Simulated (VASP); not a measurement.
Input of a VASP 6.6.1 run:

The input INCAR:

```
ALGO = Normal
EDIFF = 1E-6
ENCUT = 600
GGA = PE
GGA_COMPAT = False
ISIF = 2
ISMEAR = -1
LASPH = True
LCHARG = True
LELF = True
LREAL = False
LVHAR = True
LWAVE = False
NBANDS = 16
NELM = 120
PREC = Accurate
SIGMA = 0.02
```

File KPOINTS:

```
k-points
0
Gamma
  6 6 6
```

File POSCAR:

```
Mg2Sn
1.0
    0.0000000000      3.4475339877      3.4475339877
    3.4475339877      0.0000000000      3.4475339877
    3.4475339877      3.4475339877      0.0000000000
Sn Mg
1 2
Direct
    0.0000000000      0.0000000000      0.0000000000
    0.2500000000      0.2500000000      0.2500000000
    0.7500000000      0.7500000000      0.7500000000
```

Potentials or basis: VASP PAW PBE potentials, release 64 (Sn_d, Mg).

The run is started by

```sh
$ cat potpaw_PBE.64/Sn_d/POTCAR potpaw_PBE.64/Mg/POTCAR > POTCAR
$ mpirun -np 1 vasp_std > vasp.out
```

(1) What does it give for the band gap on the k mesh?

(2) What does it give for the pressure?

Results:

(1) zero (band 9 reaches 3.88 eV, above the bottom of band 10 at 3.62 eV).

(2) -1.5 GPa.

Caveat: the cell differs from its parent crystal (strain +2.0%); spin-orbit coupling is left out, which moves the levels of the heavy elements.
